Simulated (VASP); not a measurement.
HgTe (wurtzite type): relaxation of cell and atoms with PBE

HgTe (wurtzite type):

```
Hg Te
1.0
     4.61985    0.00000    0.00000
    -2.30993    4.00091    0.00000
     0.00000    0.00000    7.53036
Hg Te
2 2
Direct
  0.33333 0.66667 0.00000
  0.66667 0.33333 0.50000
  0.33333 0.66667 0.37600
  0.66667 0.33333 0.87600
```

- Program: VASP 6.6.1
- Task: relaxation of cell and atoms
- Functional: PBE
- Potentials or basis: VASP PAW PBE potentials, release 64 (Hg, Te)
- Cutoff: 600 eV
- k mesh: 8 × 8 × 5
- Occupations: fermi-dirac, width 0.1 eV
- Spin: no spin polarisation
- Target pressure: -0.021 GPa
- Dipole correction: no
- Further INCAR settings: ALGO = Normal; EDIFF = 1e-06; IBRION = 2; EDIFFG = -0.005; NSW = 60; ISIF = 3

| Item | Value |
| --- | --- |
| Relaxed volume | 36.93 Å³/atom |
| Relaxed cell | a = 4.702 Å, b = 4.702 Å, c = 7.715 Å, α = 90.00°, β = 90.00°, γ = 120.00° |
| Space group after relaxing (to 0.1 Å) | P6_3mc (No. 186) |
| Energy change on relaxing (the run minimises the enthalpy) | -14.6 meV/atom |
| Ionic steps | 9 |
| Pressure after relaxing | 0.0 GPa |
| Band gap on the k mesh | zero (filled and empty bands touch) |

The path:
| step | energy change (eV) | largest force (eV/Å) | pressure (GPa) | volume (Å³) |
| --- | --- | --- | --- | --- |
| 1 | 0.0000 | 0.0023 | 2.33 | 139.19 |
| 2 | -0.0551 | 0.0091 | -0.46 | 149.73 |
| 3 | -0.0581 | 0.0090 | -0.01 | 147.71 |
| 4 | -0.0580 | 0.0091 | -0.04 | 147.89 |
| 5 | -0.0581 | 0.0120 | -0.05 | 147.88 |
| 6 | -0.0582 | 0.0164 | -0.05 | 147.86 |
| 7 | -0.0583 | 0.0117 | -0.01 | 147.70 |
| 8 | -0.0583 | 0.0079 | 0.01 | 147.57 |
| 9 | -0.0583 | 0.0009 | -0.02 | 147.71 |

Final structure:
```
Hg Te
1.0
     4.70190    0.00000    0.00000
    -2.35095    4.07196    0.00000
     0.00000    0.00000    7.71482
Hg Te
2 2
Direct
  0.33333 0.66667 0.00063
  0.66667 0.33333 0.50063
  0.33333 0.66667 0.37537
  0.66667 0.33333 0.87537
```

Levels at points of the mesh, in eV from the Fermi level:
```
           k point  band 14  band 15  band 16  band 17  band 18  band 19  band 20  band 21  band 22
(0.00, 0.00, 0.00)    -1.11    -1.02    -1.02    -0.26    -0.19    -0.19     0.38     4.15     4.15
(0.50, 0.00, 0.00)    -4.59    -2.90    -2.10    -1.56    -1.02     1.39     1.62     3.90     4.70
```

It took 4 min on 1 thread of Intel(R) Xeon(R) 6975P-C (Granite Rapids), with other jobs on the host, peak memory 0.37 GiB.

Caveat: the cell is relaxed towards a set pressure, so the run minimises the enthalpy, not the energy; semilocal functionals underestimate gaps, and a narrow one can read as zero; spin-orbit coupling is left out, which moves the levels of the heavy elements.
